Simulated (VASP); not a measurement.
# Zn (P6_3/mmc) in VASP: settings compared

The runs below take Zn through single point, with PBEsol, PBEsol+D3(BJ).

All numbers are computed with VASP 6.6.1; they aren't measurements. Logs are shortened: lines on timing, memory, paths and dates and some standing lists are left out, and cuts for length are marked.

## Step 1: The cell of the first run

It takes space group P6_3/mmc (No. 194, hexagonal). The conventional cell has a = 2.650 Å, b = 2.650 Å, c = 4.377 Å, α = 90.00°, β = 90.00°, γ = 120.00°. Within 3.5 Å of Zn (site symmetry -6m2) lie 12 Zn at 2.65 to 2.67 Å.

## Step 2: Single point, PBEsol

Contents of INCAR:

```
SYSTEM = Zn
  PREC = Accurate
  ENCUT = 520
  EDIFF = 1E-6
  ISMEAR = -1
  SIGMA = 0.05
  LREAL = .False.
  LASPH = .True.
  NELM = 100
  ALGO = Normal
  ISIF = 2
  LWAVE = .False.
  LCHARG = .True.
  GGA = PS
  LELF = .True.
  LVHAR = .True.
  NBANDS = 19
```

Contents of KPOINTS:

```
Automatic mesh
0
Gamma
  11 11 6
  0 0 0
```

Contents of POSCAR:

```
Zn
1.0
    2.6501431317      0.0000000000      0.0000000000
   -1.3250715658      2.2950912757      0.0000000000
    0.0000000000      0.0000000000      4.3770673789
Zn
2
Direct
    0.6666666667      0.3333333333      0.7500000000
    0.3333333333      0.6666666667      0.2500000000
```

Potentials or basis: VASP PAW PBE potentials, release 64 (Zn).

Started as:

```console
> cat potpaw_PBE.64/Zn/POTCAR > POTCAR
> mpirun -np 1 vasp_std > vasp.out
```

OUTCAR:

```text
SYSTEM = Zn
   PREC = Accurate
   ENCUT = 520
   EDIFF = 1E-6
   ISMEAR = -1
   LREAL = .False.
   LASPH = .True.
   NELM = 100
   ISIF = 2
   GGA = PS

 ion  position               nearest neighbor table
   1  0.667  0.333  0.750-   2 2.67   2 2.67   2 2.67   2 2.67   2 2.67   2 2.67
   2  0.333  0.667  0.250-   1 2.67   1 2.67   1 2.67   1 2.67   1 2.67   1 2.67

  LATTYP: Found a hexagonal cell.
 ALAT       =     2.6501431317
 C/A-ratio  =     1.6516343312

  Lattice vectors:

 A1 = (   2.6501431317,   0.0000000000,   0.0000000000)
 A2 = (  -1.3250715658,   2.2950912757,   0.0000000000)
 A3 = (   0.0000000000,   0.0000000000,   4.3770673789)

Analysis of symmetry for initial positions (statically):
=====================================================================
 Subroutine PRICEL returns:
 Original cell was already a primitive cell.

 Routine SETGRP: Setting up the symmetry group for a
 hexagonal supercell.

 Subroutine GETGRP returns: Found 24 space group operations
 (whereof 12 operations were pure point group operations)
 out of a pool of 24 trial point group operations.

The static configuration has the point symmetry D_3d.
 The point group associated with its full space group is D_6h.

Analysis of symmetry for dynamics (positions and initial velocities):
=====================================================================
 Subroutine PRICEL returns:
 Original cell was already a primitive cell.

 Routine SETGRP: Setting up the symmetry group for a
 hexagonal supercell.

 Subroutine GETGRP returns: Found 24 space group operations
 (whereof 12 operations were pure point group operations)
 out of a pool of 24 trial point group operations.

The dynamic configuration has the point symmetry D_3d.
 The point group associated with its full space group is D_6h.

 Subroutine INISYM returns: Found 24 space group operations
 (whereof 12 operations are pure point group operations),
 and found     1 'primitive' translations

----------------------------------------------------------------------------------------

                                     Primitive cell

  volume of cell :      26.6227

  direct lattice vectors                    reciprocal lattice vectors
     2.650143132  0.000000000  0.000000000     0.377338110  0.217856259  0.000000000
    -1.325071566  2.295091276  0.000000000     0.000000000  0.435712519  0.000000000
     0.000000000  0.000000000  4.377067379     0.000000000  0.000000000  0.228463470

  length of vectors
     2.650143132  2.650143132  4.377067379     0.435712519  0.435712519  0.228463470

  position of ions in fractional coordinates (direct lattice)
     0.666666667  0.333333333  0.750000000
     0.333333333  0.666666667  0.250000000

  ion indices of the primitive-cell ions
   primitive index   ion index
                 1           1
                 2           2

----------------------------------------------------------------------------------------

 KPOINTS: Automatic mesh

Automatic generation of k-mesh.
 Grid dimensions read from file:
 generate k-points for:   11   11    6

 Generating k-lattice:

  Cartesian coordinates                     Fractional coordinates (reciprocal lattice)
     0.034303465  0.019805114  0.000000000     0.090909091  0.000000000  0.000000000
     0.000000000  0.039610229  0.000000000     0.000000000  0.090909091  0.000000000
     0.000000000  0.000000000  0.038077245     0.000000000  0.000000000  0.166666667

  Length of vectors
     0.039610229  0.039610229  0.038077245

  Shift w.r.t. Gamma in fractional coordinates (k-lattice)
     0.000000000  0.000000000  0.000000000

 Subroutine IBZKPT returns following result:
 ===========================================

 Found     64 irreducible k-points:

 Following reciprocal coordinates:
            Coordinates               Weight
  0.000000  0.000000  0.000000      1.000000
  0.090909  0.000000  0.000000      6.000000
  0.181818  0.000000  0.000000      6.000000
  0.272727  0.000000  0.000000      6.000000
  0.363636  0.000000  0.000000      6.000000
  0.454545  0.000000  0.000000      6.000000
[... 16 lines left out ...]
  0.090909  0.090909  0.166667     12.000000
  0.181818  0.090909  0.166667     24.000000
 [... further k-points ...]
   k-points           NKPTS =     64   k-points in BZ     NKDIM =     64   number of bands    NBANDS=     19
   number of dos      NEDOS =    301   number of ions     NIONS =      2
   total plane-waves  NPLWV =  14400
   dimension x,y,z NGX =    20 NGY =   20 NGZ =   36
   dimension x,y,z NGXF=    40 NGYF=   40 NGZF=   72
   ions per type =               2
   NGX,Y,Z   is equivalent  to a cutoff of  12.55, 12.55, 13.67 a.u.
   NGXF,Y,Z  is equivalent  to a cutoff of  25.09, 25.09, 27.35 a.u.
 SYSTEM =  Zn
   PREC   = accura    normal or accurate (medium, high low for compatibility)
   ISTART =      0    job   : 0-new  1-cont  2-samecut
   ICHARG =      2    charge: 1-file 2-atom 10-const
   ISPIN  =      1    spin polarized calculation?
   LNONCOLLINEAR =      F non collinear calculations
   LSORBIT =      F    spin-orbit coupling
   LASPH  =      T    aspherical Exc in radial PAW
   ENCUT  =  520.0 eV  38.22 Ry    6.18 a.u.   4.93  4.93  8.14*2*pi/ulx,y,z
   NELM   =    100;   NELMIN=  2; NELMDL= -5     # of ELM steps
   EDIFF  = 0.1E-05   stopping-criterion for ELM
   LREAL  =      F    real-space projection
   EDIFFG = 0.1E-04   stopping-criterion for IOM
   NSW    =      0    number of steps for IOM
   IBRION =     -1    ionic relax: 0-MD 1-quasi-New 2-CG
   NFREE  =      0    steps in history (QN), initial steepest desc. (CG)
   ISIF   =      2    stress and relaxation
   ISYM   =      2    0-nonsym 1-usesym 2-fastsym
   POTIM  = 0.5000    time-step for ionic-motion
   TEBEG  =    0.0;   TEEND  =   0.0 temperature during run
   PSTRESS=    0.0 pullay stress
   NELECT =      24.0000    total number of electrons
   NUPDOWN=      -1.0000    fix difference up-down
   EMIN   =  10.00;   EMAX   =-10.00  energy-range for DOS
   EFERMI =   0.00;   METHOD = LEGACY
   ISMEAR =    -1;   SIGMA  =   0.05  broadening in eV -4-tet -1-fermi 0-gaus
   EFERMI_NEDOS =   21; number of points for ismear=-14 and -15
   IALGO  =     38    algorithm
   IMIX   =      4    mixing-type and parameters
     AMIX     =   0.40;   BMIX     =  1.00
     AMIX_MAG =   1.60;   BMIX_MAG =  1.00
  volume/ion in A,a.u.               =      13.31        89.83
  Fermi-wavevector in a.u.,A,eV,Ry     =   1.581470  2.988546 34.028833  2.501049
  Thomas-Fermi vector in A             =   2.681541
   LORBIT       =      0    0 simple, 1 ext, 2 COOP (PROOUT), +10 PAW based schemes
   GGA     = PS    functional components
   LHFCALC =     F    Hartree Fock is set to
   AEXX    =    0.0000 exact exchange contribution
   IVDW    =     0    specifies the selected vdW correction
   LEPSILON=     F    determine dielectric tensor
   LRPA    =     F    only Hartree local field effects (RPA)
 non-spin polarized calculation
  energy-cutoff  :      520.00
  volume of cell :       26.62
 maximum number of plane-waves:       742
 NGX is ok and might be reduce to    20
   NGX =  9   NGY =  9   NGZ = 17

 number of electron      24.0000000 magnetization

 Free energy of the ion-electron system (eV)
  ---------------------------------------------------
  ext. energy  EPLUGINS =         0.00000000
  ---------------------------------------------------
  free energy    TOTEN  =        -3.16084937 eV

  energy without entropy =       -3.15828444  energy(sigma->0) =       -3.15956690

 E-fermi :   4.1770     XC(G=0): -12.4323

 val. band max:        4.1721485716   @ k =   0.4545   0.0000   0.3333
 cond. band min:       4.2341917520   @ k =   0.1818   0.1818   0.0000
 fundamental gap:      0.0620431803
 Fermi energy:         4.1769953489

 k-point     1 :       0.0000    0.0000    0.0000
  band No.  band energies     occupation
      1      -7.5740      2.00000
      2      -5.0848      2.00000
      3      -4.1154      2.00000
      4      -4.0366      2.00000
      5      -4.0366      2.00000
      6      -3.9277      2.00000
[... 11 lines left out ...]
     18      22.5516      0.00000
     19      23.4781      0.00000

 k-point     2 :       0.0909    0.0000    0.0000
  band No.  band energies     occupation
      1      -7.3297      2.00000
      2      -4.9924      2.00000
      3      -4.1599      2.00000
      4      -3.9977      2.00000
      5      -3.9754      2.00000
      6      -3.9456      2.00000
[... 11 lines left out ...]
     18      24.4643      0.00000
     19      24.5114      0.00000

 k-point     3 :       0.1818    0.0000    0.0000
  band No.  band energies     occupation
      1      -6.6250      2.00000
      2      -4.7906      2.00000
      3      -4.2326      2.00000
      4      -4.0223      2.00000
      5      -4.0209      2.00000
      6      -3.8538      2.00000
[... 11 lines left out ...]
     18      20.8392      0.00000
     19      24.3996      0.00000

 k-point     4 :       0.2727    0.0000    0.0000
  band No.  band energies     occupation
      1      -5.6280      2.00000
      2      -4.7181      2.00000
      3      -4.3396      2.00000
      4      -4.1505      2.00000
      5      -4.0235      2.00000
      6      -3.9447      2.00000
[... 11 lines left out ...]
     18      18.8089      0.00000
     19      22.7240      0.00000

 k-point     5 :       0.3636    0.0000    0.0000
  band No.  band energies     occupation
      1      -4.9829      2.00000
      2      -4.8009      2.00000
      3      -4.5841      2.00000
      4      -4.0216      2.00000
      5      -3.9327      2.00000
      6      -3.8926      2.00000
[... 11 lines left out ...]
     18      18.2006      0.00000
     19      21.4758      0.00000
[... 334 lines left out ...]
      2      -4.7793      2.00000
      3      -4.4743      2.00000
      4      -4.2212      2.00000
      5      -3.9783      2.00000
      6      -3.8937      2.00000
[... 11 lines left out ...]
     18      18.3199      0.00000
     19      20.0660      0.00000

 k-point    22 :       0.4545    0.0000    0.1667
  band No.  band energies     occupation
      1      -4.9742      2.00000
      2      -4.8710      2.00000
      3      -4.5316      2.00000
      4      -4.2238      2.00000
      5      -4.0158      2.00000
      6      -3.8078      2.00000
[... 11 lines left out ...]
     18      18.0303      0.00000
     19      19.4719      0.00000

 k-point    23 :       0.0909    0.0909    0.1667
  band No.  band energies     occupation
      1      -6.6395      2.00000
      2      -4.8158      2.00000
      3      -4.2194      2.00000
      4      -4.0651      2.00000
      5      -4.0459      2.00000
      6      -3.9207      2.00000
[... 11 lines left out ...]
     18      20.7909      0.00000
     19      22.5408      0.00000

 k-point    24 :       0.1818    0.0909    0.1667
  band No.  band energies     occupation
      1      -5.7988      2.00000
      2      -4.6259      2.00000
      3      -4.3014      2.00000
      4      -4.2290      2.00000
      5      -4.0861      2.00000
      6      -3.9197      2.00000
[... 11 lines left out ...]
     18      20.6513      0.00000
     19      21.8258      0.00000

 [... further k-points ...]
[... 5 lines left out ...]
  --------------------------------------------------------------------------------------
  -------------------------------------------------------------------------------------
  Total        0.9323011      0.9323011      0.9230184      0.0000000      0.0000000      0.0000000
  in kB       56.1066410     56.1066410     55.5479982      0.0000000      0.0000000      0.0000000
  external PRESSURE =      55.9204268 kB  Pullay stress =       0.0000000 kB

 VOLUME and BASIS-vectors are now :
 -----------------------------------------------------------------------------
  energy-cutoff  :      520.00
  volume of cell :       26.62
      direct lattice vectors                 reciprocal lattice vectors
     2.650143132  0.000000000  0.000000000     0.377338110  0.217856259  0.000000000
    -1.325071566  2.295091276  0.000000000     0.000000000  0.435712519  0.000000000
     0.000000000  0.000000000  4.377067379     0.000000000  0.000000000  0.228463470

 POSITION                                       TOTAL-FORCE (eV/Angst)
 -----------------------------------------------------------------------------------
      1.32507      0.76503      3.28280        -0.000000     -0.000000      0.000000
     -0.00000      1.53006      1.09427         0.000000      0.000000      0.000000
 -----------------------------------------------------------------------------------
    total drift:                               -0.000000      0.000000      0.000000

  FREE ENERGIE OF THE ION-ELECTRON SYSTEM (eV)
  ---------------------------------------------------
  free  energy   TOTEN  =        -3.1608493684 eV

  energy  without entropy=       -3.1582844392  energy(sigma->0) =       -3.15956690
```

Run time: 68 s. Hardware: 1 thread of AMD EPYC 7R13, shared host; peak memory 0.12 GiB.

Results:

| Property | Result |
| --- | --- |
| Free energy | -3.1608 eV |
| Pressure | 5.6 GPa |
| Band gap on the k mesh | zero (band 12 reaches 5.47 eV, above the bottom of band 13 at 2.59 eV) |

Caveat: the PAW data sets were made with another functional, which shifts forces and pressure a little.

(Part 1 of 2 ends here.)
